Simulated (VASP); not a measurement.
Wanted: the native input for a VASP 6.6.1 run.

```
Task                   : single point
Functional             : PBE
Potentials or basis    : VASP PAW PBE potentials, release 64 (Cd, S)
Cutoff                 : 520 eV
k mesh                 : 12 × 12 × 4
Occupations            : gaussian, width 0.05 eV
Spin                   : no spin polarisation
Dipole correction      : no
Further INCAR settings : ALGO = Normal; EDIFF = 1e-06; NBANDS = 26
```

The structure of CdS lies in POSCAR:

```
CdS
1.0
    4.1347992034      0.0310109940      0.0000000000
   -2.0405432931      3.5653356527      0.0000000000
    0.0000000000      0.0000000000      6.7490000000
Cd S
2 2
Direct
    0.3333333333      0.6666666667      0.0000000000
    0.6666666667      0.3333333333      0.5000000000
    0.3333333333      0.6666666667      0.3850000000
    0.6666666667      0.3333333333      0.8850000000
```

This cell differs from its parent crystal: strain +0.0150 x Voigt [0, 0, 0, 0, 0, 1].

These files were run (other wordings do the same):

INCAR

```
  PREC = Accurate
  ENCUT = 520
  EDIFF = 1E-6
  ISMEAR = 0
  SIGMA = 0.05
  LREAL = F
  LASPH = T
  NELM = 60
  ALGO = Normal
  ISIF = 2
  LWAVE = F
  LCHARG = T
  GGA = PE
  LELF = T
  LVHAR = T
  NBANDS = 26
```

KPOINTS

```
Automatic mesh
0
Gamma
  12 12 4
```

Potentials or basis: VASP PAW PBE potentials, release 64 (Cd, S).

Run with:

```bash
$ cat potpaw_PBE.64/Cd/POTCAR potpaw_PBE.64/S/POTCAR > POTCAR
$ mpirun -np 1 vasp_std > vasp.out
```

Results of the run:

```yaml
Pressure: 2.9 GPa
Largest_force: 0.296 eV/Å
Band_gap_on_the_k_mesh: 1.21 eV, direct
```

Caveat: the cell differs from its parent crystal (strain +0.0150 x Voigt [0, 0, 0, 0, 0, 1]).

Wall time 10 min on 1 thread of AMD EPYC 7R43 64-Core Processor (Zen 3), with other jobs on the host, peak memory 0.53 GiB.
